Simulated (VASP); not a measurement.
Wanted: the native input for a VASP 6.6.1 run.

```
Task                   : single point
Functional             : r2SCAN
Potentials or basis    : VASP PAW PBE potentials, release 64 (Ir)
Cutoff                 : 520 eV
k mesh                 : 12 × 12 × 12
Occupations            : fermi-dirac, width 0.05 eV
Spin                   : no spin polarisation
Dipole correction      : no
Further INCAR settings : ALGO = Normal; EDIFF = 1e-07; NBANDS = 10
```

Crystal: Ir.

```
Ir
1.0
     0.00000    1.94081    1.94081
     1.94081    0.00000    1.94081
     1.94081    1.94081    0.00000
Ir
1
Direct
  0.00000 0.00000 0.00000
```

These files were run (other wordings do the same):

POSCAR

```
Ir
1.0
    0.0000000000      1.9408081540      1.9408081540
    1.9408081540      0.0000000000      1.9408081540
    1.9408081540      1.9408081540      0.0000000000
Ir
1
Direct
    0.0000000000      0.0000000000      0.0000000000
```

INCAR.step1

```
  PREC = Accurate
  ENCUT = 520
  ISMEAR = -1
  SIGMA = 0.05
  LREAL = F
  LASPH = T
  NELM = 80
  NBANDS = 10
  GGA = PE
  ALGO = Normal
  EDIFF = 1E-4
  LWAVE = T
  LCHARG = F
```

INCAR.step2

```
  PREC = Accurate
  ENCUT = 520
  EDIFF = 1E-7
  ISMEAR = -1
  SIGMA = 0.05
  LREAL = F
  LASPH = T
  NELM = 80
  ALGO = Normal
  ISIF = 2
  LWAVE = F
  LCHARG = F
  METAGGA = R2SCAN
  LMIXTAU = T
  NBANDS = 10
  ISTART = 1
```

KPOINTS

```
Automatic mesh
0
Gamma
  12 12 12
```

Potentials or basis: VASP PAW PBE potentials, release 64 (Ir).

Command:

```console
$ cat potpaw_PBE.64/Ir/POTCAR > POTCAR
$ cp INCAR.step1 INCAR
$ mpirun -np 1 vasp_std > vasp.out
$ cp INCAR.step2 INCAR
$ mpirun -np 1 vasp_std > vasp.out
```

Results of the run:

| Item | Value |
| --- | --- |
| Pressure | -8.4 GPa |

Caveat: the PAW data sets were made with another functional, which shifts forces and pressure a little.

It took 17 s on 1 thread of Intel(R) Xeon(R) 6975P-C (Granite Rapids), with other jobs on the host, peak memory 0.13 GiB.
